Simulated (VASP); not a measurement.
Set up this calculation in VASP 6.6.1, as the native input.

```
Task                   : electric field gradients
Functional             : LDA
Potentials or basis    : VASP PAW LDA potentials, release 64 (In_d, P)
Cutoff                 : 520 eV
k mesh                 : 11 × 11 × 11
Occupations            : fermi-dirac, width 0.05 eV
Spin                   : no spin polarisation
Dipole correction      : no
Further INCAR settings : ALGO = Normal; EDIFF = 1e-08; NBANDS = 16
```

The structure of InP lies in POSCAR:

```
InP
1.0
    0.0000000000      2.8550000000      2.8264500000
    2.8550000000      0.0000000000      2.8264500000
    2.8550000000      2.8550000000      0.0000000000
In P
1 1
Direct
    0.0000000000      0.0000000000      0.0000000000
    0.5000000000      0.5000000000      0.5000000000
```

This cell differs from its parent crystal: zz strain of -1 %.

These files were run (other wordings do the same):

INCAR

```
SYSTEM = InP
ALGO     = Normal         ! electronic algorithm
EDIFF    = 1E-8           ! SCF threshold, eV
ENCUT    = 520            ! plane-wave cutoff, eV
ISIF     = 2              ! what is computed and relaxed
ISMEAR   = -1             ! smearing method
LASPH    = .True.         ! aspherical terms in the spheres
LCHARG   = .False.        ! write CHGCAR
LEFG     = .True.       
LREAL    = .False.        ! projectors in reciprocal space
LWAVE    = .False.        ! write WAVECAR
NBANDS   = 16             ! bands
NELM     = 60             ! most SCF steps
PREC     = Accurate       ! precision mode
SIGMA    = 0.05           ! smearing width, eV
```

KPOINTS

```
k-points
0
Gamma
  11 11 11
  0 0 0
```

Potentials or basis: VASP PAW LDA potentials, release 64 (In_d, P).

Run with:

```console
$ cat potpaw_LDA.64/In_d/POTCAR potpaw_LDA.64/P/POTCAR > POTCAR
$ mpirun -np 1 vasp_std > vasp.out
```

It gave:

| Property | Result |
| --- | --- |
| Pressure | -9.3 GPa |
| Band gap on the k mesh | zero (bands 9 and 10 overlap by 2.39 eV) |
| Largest electric field gradient by atom | In -9.6; P +0.7 V/Å² |

Caveat: the cell differs from its parent crystal (zz strain of -1 %); the cell stands under tension; without QUAD_EFG the Cq values of the log hold for a quadrupole moment of 1 mb, not for the nuclei; spin-orbit coupling is left out, which moves the levels of the heavy elements.

Wall time 120 s on 1 thread of Intel Xeon 8259CL, on a shared host, peak memory 0.22 GiB.
